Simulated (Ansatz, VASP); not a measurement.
**B in VASP and in Ansatz**

```
B
1.0
     2.34620    0.00000    0.00000
     0.00000    2.34620    0.00000
     0.00000    0.00000    1.58578
B
1
Direct
  0.00000 0.00000 0.50000
```

Alike in both runs: functional PBE; k mesh 24 × 24 × 34; occupations gaussian, width 0.1 eV; no spin polarisation.

Ansatz relaxed the structure, and its values are those at the end. VASP's run is a single point on that final structure, the one shown.

|  | VASP | Ansatz |
| --- | --- | --- |
| version | VASP 6.6.1 | Ansatz 0.2.0 |
| potentials or method | VASP PAW PBE potentials, release 64 (B), cutoff 500 eV | scalar-relativistic, plane waves, PAW |
| valence electrons in the cell | 3 | 3 |

|  | VASP | Ansatz | Ansatz less VASP |
| --- | --- | --- | --- |
| gap on the k mesh at the Fermi level (eV) | none | none | - |
| pressure (GPa) | -0.1 | 0.0 | +0.07 |

A gap of «none» marks a metal or a gap that the smearing closes. The functional is the same, so the differences come from potentials, cutoffs and numerics.
